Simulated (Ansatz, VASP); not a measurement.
## Ag in VASP and in Ansatz

File POSCAR:

```
Ag
1.0
    2.9300000000      0.0000000000      0.0000000000
   -1.4650000000      2.5374544331      0.0000000000
    0.0000000000      0.0000000000      4.7900000000
Ag
2
Direct
    0.3333333333      0.6666666667      0.2500000000
    0.6666666667      0.3333333333      0.7500000000
```

The input INCAR.step1:

```
PREC     = Accurate       # precision mode
ENCUT    = 520            # plane-wave cutoff, eV
ISMEAR   = -1             # smearing method
SIGMA    = 0.05           # smearing width, eV
LREAL    = False          # projectors in reciprocal space
LASPH    = True           # aspherical terms in the spheres
NELM     = 80             # most SCF steps
NBANDS   = 18             # bands
GGA      = PE             # functional
ALGO     = Normal         # electronic algorithm
EDIFF    = 1E-4           # SCF threshold, eV
LWAVE    = True           # write WAVECAR
LCHARG   = False          # write CHGCAR
```

File INCAR.step2:

```
PREC     = Accurate       # precision mode
ENCUT    = 520            # plane-wave cutoff, eV
EDIFF    = 1E-8           # SCF threshold, eV
ISMEAR   = -1             # smearing method
SIGMA    = 0.05           # smearing width, eV
LREAL    = False          # projectors in reciprocal space
LASPH    = True           # aspherical terms in the spheres
NELM     = 80             # most SCF steps
ALGO     = Normal         # electronic algorithm
ISIF     = 2              # what is computed and relaxed
LWAVE    = False          # write WAVECAR
LCHARG   = False          # write CHGCAR
METAGGA  = R2SCAN         # meta-GGA
LMIXTAU  = True         
LEFG     = True         
NBANDS   = 18             # bands
ISTART   = 1
```

KPOINTS

```
regular mesh
0
Gamma
  18 18 10
```

Input for Ansatz:

```yaml
crystal:
  lattice:
    - [2.93, 0.0, 0.0]
    - [-1.465, 2.5374544331, 0.0]
    - [0.0, 0.0, 4.79]
  atoms:
    - { symbol: Ag, position: [0.3333333333, 0.6666666667, 0.25] }
    - { symbol: Ag, position: [0.6666666667, 0.3333333333, 0.75] }
kpoints:
  mp_grid: { grid: [18, 18, 10] }
scf:
  occupations: { method: fermi_dirac, width: 0.05 }
hamiltonian:
  xc: r2scan
  pseudopotentials: { kind: paw, frozen_core: stored }
output:
  forces: true
  stress: true
  populations: true
  efg: {}
  write_density: true
  write_potential: true
  elf: true
  volumetric_format: npy
```

Alike in both runs: task electric field gradients; functional r2SCAN; k mesh 18 × 18 × 10; occupations fermi-dirac, width 0.05 eV; no spin polarisation.

|  | VASP | Ansatz |
| --- | --- | --- |
| version | VASP 6.6.1 | Ansatz 0.2.0 |
| potentials or method | VASP PAW PBE potentials, release 64 (Ag) | plane-wave PAW, scalar-relativistic |
| plane-wave cutoff (eV) | 520 | 500 |
| valence electrons in the cell | 22 | 38 |

```csv
,VASP,Ansatz,Ansatz less VASP
pressure (GPa),-2.5,-2.6,-0.11
size of Vzz on the site where it differs most (V/Å²),1.1,1.0,-0.07
```

VASP's potentials were made for PBE, not for r2SCAN. With one functional, cell and mesh, what is left measures potentials, basis and numerics. VASP's potentials hold 22 valence electrons a cell and Ansatz's 38, so a difference there can come from the potentials and not from the codes.
